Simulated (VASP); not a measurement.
# Ca (I4/mmm) in VASP: a series of runs, part 3 of 3

VASP 6.6.1. The steps go on from the part before.

**5. Single point, PBEsol**

This run uses another cell than the first one, of the same volume but with other edges.

INCAR

```
SYSTEM = Ca
ALGO = Fast
EDIFF = 1E-7
ENCUT = 520
GGA = PS
ISIF = 2
ISMEAR = 0
LASPH = .True.
LCHARG = .True.
LELF = .True.
LREAL = .False.
LVHAR = .True.
LWAVE = .False.
NBANDS = 11
NELM = 60
PREC = Accurate
SIGMA = 0.15
```

KPOINTS

```
k-points
0
Gamma
  16 16 16
  0 0 0
```

POSCAR

```
Ca
1.0
    0.0000000000      2.8729509580      2.6431148813
    2.8729509580      0.0000000000      2.6431148813
    2.8729509580      2.8729509580      0.0000000000
Ca
1
Direct
    0.0000000000      0.0000000000      0.0000000000
```

Potentials or basis: VASP PAW PBE potentials, release 64 (Ca_sv).

On the command line:

```console
cat potpaw_PBE.64/Ca_sv/POTCAR > POTCAR
mpirun -np 1 vasp_std > vasp.out
```

OUTCAR:

```text
SYSTEM = Ca
   EDIFF = 1E-7
   ENCUT = 520
   GGA = PS
   ISIF = 2
   ISMEAR = 0
   LASPH = .True.
   LREAL = .False.
   NELM = 60
   PREC = Accurate

 ion  position               nearest neighbor table
   1  0.000  0.000  0.000-

  LATTYP: Found a body centered tetragonal cell.
 ALAT       =     4.0629662088
 C/A-ratio  =     1.3010764774

  Lattice vectors:

 A1 = (   0.0000000000,  -2.8729509580,  -2.6431148813)
 A2 = (   0.0000000000,   2.8729509580,  -2.6431148813)
 A3 = (   2.8729509580,   0.0000000000,   2.6431148813)

Analysis of symmetry for initial positions (statically):
=====================================================================
 Subroutine PRICEL returns:
 Original cell was already a primitive cell.

 Routine SETGRP: Setting up the symmetry group for a
 body centered tetragonal supercell.

 Subroutine GETGRP returns: Found 16 space group operations
 (whereof 16 operations were pure point group operations)
 out of a pool of 16 trial point group operations.

The static configuration has the point symmetry D_4h.

Analysis of symmetry for dynamics (positions and initial velocities):
=====================================================================
 Subroutine PRICEL returns:
 Original cell was already a primitive cell.

 Routine SETGRP: Setting up the symmetry group for a
 body centered tetragonal supercell.

 Subroutine GETGRP returns: Found 16 space group operations
 (whereof 16 operations were pure point group operations)
 out of a pool of 16 trial point group operations.

The dynamic configuration has the point symmetry D_4h.

 Subroutine INISYM returns: Found 16 space group operations
 (whereof 16 operations are pure point group operations),
 and found     1 'primitive' translations

----------------------------------------------------------------------------------------

                                     Primitive cell

  volume of cell :      43.6317

  direct lattice vectors                    reciprocal lattice vectors
     0.000000000  2.872950958  2.643114881    -0.174037081  0.174037081  0.189170741
     2.872950958  0.000000000  2.643114881     0.174037081 -0.174037081  0.189170741
     2.872950958  2.872950958  0.000000000     0.174037081  0.174037081 -0.189170741

  length of vectors
     3.903831897  3.903831897  4.062966209     0.310424517  0.310424517  0.310424517

  position of ions in fractional coordinates (direct lattice)
     0.000000000  0.000000000  0.000000000

  ion indices of the primitive-cell ions
   primitive index   ion index
                 1           1

----------------------------------------------------------------------------------------

 KPOINTS: k-points

Automatic generation of k-mesh.
 Grid dimensions read from file:
 generate k-points for:   16   16   16

 Generating k-lattice:

  Cartesian coordinates                     Fractional coordinates (reciprocal lattice)
    -0.010877318  0.010877318  0.011823171     0.062500000 -0.000000000  0.000000000
     0.010877318 -0.010877318  0.011823171    -0.000000000  0.062500000  0.000000000
     0.010877318  0.010877318 -0.011823171     0.000000000  0.000000000  0.062500000

  Length of vectors
     0.019401532  0.019401532  0.019401532

  Shift w.r.t. Gamma in fractional coordinates (k-lattice)
     0.000000000  0.000000000  0.000000000

 Subroutine IBZKPT returns following result:
 ===========================================

 Found    349 irreducible k-points:

 Following reciprocal coordinates:
            Coordinates               Weight
  0.000000  0.000000  0.000000      1.000000
  0.062500  0.000000  0.000000      8.000000
  0.125000  0.000000  0.000000      8.000000
  0.187500  0.000000  0.000000      8.000000
  0.250000  0.000000  0.000000      8.000000
  0.312500  0.000000  0.000000      8.000000
[... 16 lines left out ...]
 -0.125000  0.062500  0.000000      8.000000
 -0.062500  0.062500  0.000000      4.000000
 [... further k-points ...]
   k-points           NKPTS =    349   k-points in BZ     NKDIM =    349   number of bands    NBANDS=     11
   number of dos      NEDOS =    301   number of ions     NIONS =      1
   total plane-waves  NPLWV =  27000
   dimension x,y,z NGX =    30 NGY =   30 NGZ =   30
   dimension x,y,z NGXF=    60 NGYF=   60 NGZF=   60
   ions per type =               1
   NGX,Y,Z   is equivalent  to a cutoff of  12.78, 12.78, 12.28 a.u.
   NGXF,Y,Z  is equivalent  to a cutoff of  25.55, 25.55, 24.55 a.u.
 SYSTEM =  Ca
   PREC   = accura    normal or accurate (medium, high low for compatibility)
   ISTART =      0    job   : 0-new  1-cont  2-samecut
   ICHARG =      2    charge: 1-file 2-atom 10-const
   ISPIN  =      1    spin polarized calculation?
   LNONCOLLINEAR =      F non collinear calculations
   LSORBIT =      F    spin-orbit coupling
   LASPH  =      T    aspherical Exc in radial PAW
   ENCUT  =  520.0 eV  38.22 Ry    6.18 a.u.   7.26  7.26  7.55*2*pi/ulx,y,z
   NELM   =     60;   NELMIN=  2; NELMDL= -5     # of ELM steps
   EDIFF  = 0.1E-06   stopping-criterion for ELM
   LREAL  =      F    real-space projection
   EDIFFG = 0.1E-05   stopping-criterion for IOM
   NSW    =      0    number of steps for IOM
   IBRION =     -1    ionic relax: 0-MD 1-quasi-New 2-CG
   NFREE  =      0    steps in history (QN), initial steepest desc. (CG)
   ISIF   =      2    stress and relaxation
   ISYM   =      2    0-nonsym 1-usesym 2-fastsym
   POTIM  = 0.5000    time-step for ionic-motion
   TEBEG  =    0.0;   TEEND  =   0.0 temperature during run
   PSTRESS=    0.0 pullay stress
   NELECT =      10.0000    total number of electrons
   NUPDOWN=      -1.0000    fix difference up-down
   EMIN   =  10.00;   EMAX   =-10.00  energy-range for DOS
   EFERMI =   0.00;   METHOD = LEGACY
   ISMEAR =     0;   SIGMA  =   0.15  broadening in eV -4-tet -1-fermi 0-gaus
   EFERMI_NEDOS =   21; number of points for ismear=-14 and -15
   IALGO  =     68    algorithm
   IMIX   =      4    mixing-type and parameters
     AMIX     =   0.40;   BMIX     =  1.00
     AMIX_MAG =   1.60;   BMIX_MAG =  1.00
  volume/ion in A,a.u.               =      43.63       294.44
  Fermi-wavevector in a.u.,A,eV,Ry     =   1.001861  1.893242 13.656506  1.003725
  Thomas-Fermi vector in A             =   2.134310
   LORBIT       =      0    0 simple, 1 ext, 2 COOP (PROOUT), +10 PAW based schemes
   GGA     = PS    functional components
   LHFCALC =     F    Hartree Fock is set to
   AEXX    =    0.0000 exact exchange contribution
   IVDW    =     0    specifies the selected vdW correction
   LEPSILON=     F    determine dielectric tensor
   LRPA    =     F    only Hartree local field effects (RPA)
 non-spin polarized calculation
 RMM-DIIS sequential band-by-band and
 Gauss-broadening in eV      SIGMA  =   0.15
  energy-cutoff  :      520.00
  volume of cell :       43.63
 maximum number of plane-waves:      1196
 NGX is ok and might be reduce to    30

 number of electron      10.0000000 magnetization

 number of electron       9.9999999 magnetization

 Free energy of the ion-electron system (eV)
  ---------------------------------------------------
  ext. energy  EPLUGINS =         0.00000000
  ---------------------------------------------------
  free energy    TOTEN  =        -2.12721098 eV

  energy without entropy =       -2.11163297  energy(sigma->0) =       -2.11942197

 E-fermi :   1.7653     XC(G=0):  -7.7051

 val. band max:        1.7597226257   @ k =  -0.3750   0.1875   0.1250
 cond. band min:       1.7655407915   @ k =  -0.3750   0.4375   0.0625
 fundamental gap:      0.0058181659
 Fermi energy:         1.7652636445

 k-point     1 :       0.0000    0.0000    0.0000
  band No.  band energies     occupation
      1     -40.1601      2.00000
      2     -21.1571      2.00000
      3     -21.1571      2.00000
      4     -21.1520      2.00000
      5      -2.2108      2.00000
      6       3.9485      0.00000
      7       3.9485      0.00000
      8       4.2903      0.00000
      9       4.8368      0.00000
     10       5.2614      0.00000
     11      10.8092      0.00000
[... 309 lines left out ...]
 k-point    24 :      -0.0625    0.0625    0.0000
  band No.  band energies     occupation
      1     -40.1590      2.00000
      2     -21.1668      2.00000
      3     -21.1588      2.00000
      4     -21.1558      2.00000
      5      -2.0469      2.00000
      6       3.8122      0.00000
      7       4.0186      0.00000
      8       4.3299      0.00000
      9       4.7462      0.00000
     10       5.2242      0.00000
     11      10.9981      0.00000

 [... further k-points ...]
[... 5 lines left out ...]
  --------------------------------------------------------------------------------------
  -------------------------------------------------------------------------------------
  Total       -0.3465507     -0.3465507     -0.2540785      0.0000000      0.0000000      0.0000000
  in kB      -12.7255031    -12.7255031     -9.3298808      0.0000000      0.0000000      0.0000000
  external PRESSURE =     -11.5936290 kB  Pullay stress =       0.0000000 kB

 VOLUME and BASIS-vectors are now :
 -----------------------------------------------------------------------------
  energy-cutoff  :      520.00
  volume of cell :       43.63
      direct lattice vectors                 reciprocal lattice vectors
     0.000000000  2.872950958  2.643114881    -0.174037081  0.174037081  0.189170741
     2.872950958  0.000000000  2.643114881     0.174037081 -0.174037081  0.189170741
     2.872950958  2.872950958  0.000000000     0.174037081  0.174037081 -0.189170741

 POSITION                                       TOTAL-FORCE (eV/Angst)
 -----------------------------------------------------------------------------------
      0.00000      0.00000      0.00000         0.000000     -0.000000      0.000000
 -----------------------------------------------------------------------------------
    total drift:                               -0.000000     -0.000000      0.000000

  FREE ENERGIE OF THE ION-ELECTRON SYSTEM (eV)
  ---------------------------------------------------
  free  energy   TOTEN  =        -2.1272109841 eV

  energy  without entropy=       -2.1116329659  energy(sigma->0) =       -2.11942197
```

Run time: 97 s. Hardware: 1 thread of Intel Xeon 6975P-C (Granite Rapids), shared host; peak memory 0.29 GiB.

What came out:

```
Free energy            : -2.1272 eV
Pressure               : -1.2 GPa
Band gap on the k mesh : zero (band 5 reaches 2.01 eV, above the bottom of band 6 at 1.59 eV)
```

Stress tensor (GPa, compression positive):
```
-1.27  0.00  0.00
 0.00 -1.27  0.00
 0.00  0.00 -0.93
```

Caveat: the PAW data sets were made with another functional, which shifts forces and pressure a little.

**6. Single point, PBEsol**

This run uses another cell than the first one, of the same volume but with other edges.

INCAR

```
SYSTEM = Ca
PREC = Accurate ; ENCUT = 520
EDIFF = 1E-6 ; ISMEAR = 0
SIGMA = 0.15 ; LREAL = .False.
LASPH = .True. ; NELM = 60
ALGO = Fast ; ISIF = 2
LWAVE = .False. ; LCHARG = .False.
GGA = PS ; NBANDS = 11
```

KPOINTS

```
regular mesh
0
Gamma
  16 16 16
  0 0 0
```

POSCAR

```
Ca
1.0
    0.0000000000      2.7068234272      2.9775057700
    2.7068234272      0.0000000000      2.9775057700
    2.7068234272      2.7068234272      0.0000000000
Ca
1
Direct
    0.0000000000      0.0000000000      0.0000000000
```

Potentials or basis: VASP PAW PBE potentials, release 64 (Ca_sv).

On the command line:

```console
cat potpaw_PBE.64/Ca_sv/POTCAR > POTCAR
mpirun -np 1 vasp_std > vasp.out
```

Wall time 80 s (1 thread of Intel Xeon 6975P-C (Granite Rapids), shared host); peak memory 0.28 GiB.

The run converged. Its results:

| Property | Result |
| --- | --- |
| Free energy | -2.1223 eV |
| Pressure | -1.1 GPa |
| Band gap on the k mesh | zero (band 5 reaches 1.98 eV, above the bottom of band 6 at 1.60 eV) |

Stress tensor (GPa, compression positive):
```
-0.79  0.00  0.00
 0.00 -0.79  0.00
 0.00  0.00 -1.87
```

Levels at points of the mesh, in eV from the Fermi level:
```tsv
k point	band 2	band 3	band 4	band 5	band 6	band 7	band 8	band 9
(0.00, 0.00, 0.00)	-22.93	-22.92	-22.92	-3.97	2.00	2.45	2.45	2.99
(0.50, 0.00, 0.00)	-23.05	-22.95	-22.93	-0.98	-0.17	1.92	2.43	3.88
(0.50, 0.50, 0.00)	-23.03	-22.95	-22.95	-0.65	0.35	0.70	4.01	4.13
(0.50, 0.00, 0.50)	-23.04	-22.99	-22.96	-0.34	0.55	1.22	3.88	3.95
```

Caveat: the PAW data sets were made with another functional, which shifts forces and pressure a little.

**7. Summary**

```tsv
cell	further INCAR settings	gap on the mesh (eV)	pressure (GPa)
a = 4.107, b = 4.107, c = 3.719 Å, angles 63.1, 63.1, 53.8°, 1 atom	ALGO = Fast; EDIFF = 1e-06; NBANDS = 11	none	-1.1
a = 3.850, b = 3.850, c = 4.293 Å, angles 56.1, 56.1, 67.8°, 1 atom	ALGO = Fast; EDIFF = 1e-07; NBANDS = 11	none	-1.2
a = 4.199, b = 4.199, c = 3.621 Å, angles 64.5, 64.5, 51.1°, 1 atom	ALGO = Fast; EDIFF = 1e-06; NBANDS = 11	none	-1.1
a = 3.904, b = 3.904, c = 4.063 Å, angles 58.6, 58.6, 62.7°, 1 atom	ALGO = Fast; EDIFF = 1e-07; NBANDS = 11	none	-1.2
a = 4.024, b = 4.024, c = 3.828 Å, angles 61.6, 61.6, 56.8°, 1 atom	ALGO = Fast; EDIFF = 1e-06; NBANDS = 11	none	-1.1
```

Alike in all rows: task single point; level PBEsol; potentials or basis VASP PAW PBE potentials, release 64 (Ca_sv); no spin polarisation; k mesh 16 × 16 × 16; cutoff (eV) 520; smearing gaussian 0.15 eV.

Caveats: the PAW data sets were made with another functional, which shifts forces and pressure a little.

Absolute energies hang on the potentials; compare differences alone.
